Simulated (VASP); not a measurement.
Input of a VASP 6.6.1 run:

The input INCAR:

```
  PREC = Accurate
  ENCUT = 520
  EDIFF = 1E-6
  ISMEAR = -1
  SIGMA = 0.05
  LREAL = F
  LASPH = T
  NELM = 100
  ALGO = Normal
  ISIF = 2
  LWAVE = F
  LCHARG = F
  GGA = CA
  NBANDS = 31
```

Contents of KPOINTS:

```
Automatic mesh
0
Gamma
  8 8 5
```

File POSCAR:

```
HfO2
1.0
    3.5341392861      0.0000000000      0.0000000000
    0.0000000000      3.5341392861      0.0000000000
    0.0000000000      0.0000000000      5.1371496862
Hf O
2 4
Direct
    0.0000000000      0.0000000000      0.0000000000
    0.5000000000      0.5000000000      0.5000000000
    0.0000000000      0.5000000000      0.1972078800
    0.5000000000      0.0000000000      0.3027921200
    0.5000000000      0.0000000000      0.8027921200
    0.0000000000      0.5000000000      0.6972078800
```

Potentials or basis: VASP PAW LDA potentials, release 64 (Hf_pv, O).

Launch:

```console
$ cat potpaw_LDA.64/Hf_pv/POTCAR potpaw_LDA.64/O/POTCAR > POTCAR
$ mpirun -np 1 vasp_std > vasp.out
```

Question: Predict the largest force.

Answer: 0.119 eV/Å.

Question: Estimate the pressure.

Answer: -2.2 GPa.

Question: What does it give for the band gap on the k mesh?

Answer: 4.63 eV, indirect (least direct gap 4.72 eV).

Stress tensor (GPa, compression positive):
```
-1.80  0.00  0.00
 0.00 -1.80  0.00
 0.00  0.00 -2.96
```

Caveat: spin-orbit coupling is left out, which moves the levels of the heavy elements. A k mesh can miss the band edges.
